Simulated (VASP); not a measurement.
A run of VASP 6.6.1:

File INCAR:

```
SYSTEM = Si16F
PREC = Accurate ; ENCUT = 520
EDIFF = 1E-6 ; ISMEAR = -1
SIGMA = 0.02 ; LREAL = Auto
LASPH = .TRUE. ; NELM = 150
ALGO = Normal ; ISIF = 2
LWAVE = .FALSE. ; LCHARG = .FALSE.
ISPIN = 2 ; MAGMOM = 0 0 0 0 0 0 0 0 0 0 0 0 0 0 0 0 1
LORBIT = 11 ; GGA = PE
NBANDS = 54
```

File KPOINTS:

```
regular mesh
0
G
  2 2 2
  0 0 0
```

POSCAR

```
Si16F
1.0
    0.0000000000      5.4300000000      5.4300000000
    5.4300000000      0.0000000000      5.4300000000
    5.4300000000      5.4300000000      0.0000000000
Si F
16 1
Direct
    0.0549631676     -0.0130110497     -0.0330662983
    0.0731491713      0.0885267035      0.2052670350
   -0.0509300184     -0.0010405157      0.5565101289
    0.1487476980      0.1122836096      0.6113627993
   -0.0275874770      0.5156537753      0.0453222836
    0.1630294659      0.6072651934      0.1172283610
    0.0431491713      0.4985082873      0.4786924494
    0.1403222836      0.6254235727      0.6392541436
    0.4258839779      0.0228637201      0.0301749540
    0.6496500921      0.1176611418      0.0832228361
    0.5406169429      0.0142633517      0.4556445672
    0.5587476980      0.1387476980      0.6618600368
    0.5451565378      0.5005156538      0.0011049724
    0.6045948435      0.6561602210      0.1308379374
    0.5278268877      0.5067219153      0.4961694291
    0.6050460405      0.6518600368      0.6233885820
    0.8304788214      0.2699079190      0.1876058932
```

Potentials or basis: VASP PAW PBE potentials, release 64 (Si, F).

Run with:

```sh
$ cat potpaw_PBE.64/Si/POTCAR potpaw_PBE.64/F/POTCAR > POTCAR
$ mpirun -np 1 vasp_std > vasp.out
```

Hardware: 1 thread of Intel(R) Xeon(R) Platinum 8259CL CPU @ 2.50GHz (Skylake/Cascade Lake) (shared host).

Task: How long does it take, and how much memory?

Result: It took 12 min on 1 thread of Intel(R) Xeon(R) Platinum 8259CL CPU @ 2.50GHz (Skylake/Cascade Lake), with other jobs on the host, peak memory 0.71 GiB. Counts: scf iterations 18, k points 8.
